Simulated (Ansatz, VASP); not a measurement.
**One calculation of N, two programs**

```
N
1.0
    14.00000    0.00000    0.00000
     0.00000   14.40000    0.00000
     0.00000    0.00000   14.80000
N
1
Direct
  0.50000 0.50000 0.50000
```

Alike in both runs: task single point; functional PBE0; k mesh 1 × 1 × 1; occupations fermi-dirac, width 0.01 eV; collinear spin.

|  | VASP | Ansatz |
| --- | --- | --- |
| version | VASP 6.6.1 | Ansatz 0.2.0 |
| potentials or method | VASP PAW PBE potentials, release 64 (N), cutoff 520 eV | plane waves (420 eV) with PAW, scalar-relativistic |
| valence electrons in the cell | 5 | 5 |

```tsv
	VASP	Ansatz	Ansatz less VASP
gap on the k mesh at the Fermi level (eV)	7.87	7.86	-0.006
net moment per atom (μB)	3.00	3.00	0.000
size of the moment on the site where the two differ most (μB)	1.96	3.00	+1.041
```

Site moments also hang on the region over which each program counts them. Ansatz's warnings: stability check not made.
